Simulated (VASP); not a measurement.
A run of VASP 6.6.1 is set up as follows.

Contents of POSCAR:

```
MgO
1.0
    0.0000000000      2.1085000000      2.1085000000
    2.1085000000      0.0000000000      2.1085000000
    2.1085000000      2.1085000000      0.0000000000
Mg O
1 1
Direct
    0.0000000000      0.0000000000      0.0000000000
    0.5000000000      0.5000000000      0.5000000000
```

Contents of INCAR.step1:

```
SYSTEM = MgO
ALGO = Normal
EDIFF = 1E-4
ENCUT = 600
GGA = PE
ISMEAR = -1
LASPH = .True.
LCHARG = .False.
LREAL = .False.
LWAVE = .True.
NELM = 100
PREC = Accurate
SIGMA = 0.1
```

Contents of INCAR.step2:

```
SYSTEM = MgO
ALGO = Normal
EDIFF = 1E-6
EDIFFG = -0.002
ENCUT = 600
IBRION = 2
ISIF = 3
ISMEAR = -1
ISTART = 1
LASPH = .True.
LCHARG = .False.
LMIXTAU = .True.
LREAL = .False.
LWAVE = .False.
METAGGA = R2SCAN
NELM = 100
NSW = 100
PREC = Accurate
SIGMA = 0.1
```

Contents of KPOINTS:

```
k-points
0
Gamma
  20 20 20
  0 0 0
```

Potentials or basis: VASP PAW PBE potentials, release 64 (Mg, O).

Command:

```sh
$ cat potpaw_PBE.64/Mg/POTCAR potpaw_PBE.64/O/POTCAR > POTCAR
$ cp INCAR.step1 INCAR
$ mpirun -np 1 vasp_std > vasp.out
$ cp INCAR.step2 INCAR
$ mpirun -np 1 vasp_std > vasp.out
```

(1) Estimate the relaxed cell.

(2) Predict the space group after relaxing (to 0.1 Å).

Results:

(1) a = 2.965 Å, b = 2.965 Å, c = 2.965 Å, α = 60.00°, β = 60.00°, γ = 60.00°.

(2) Fm-3m (No. 225).
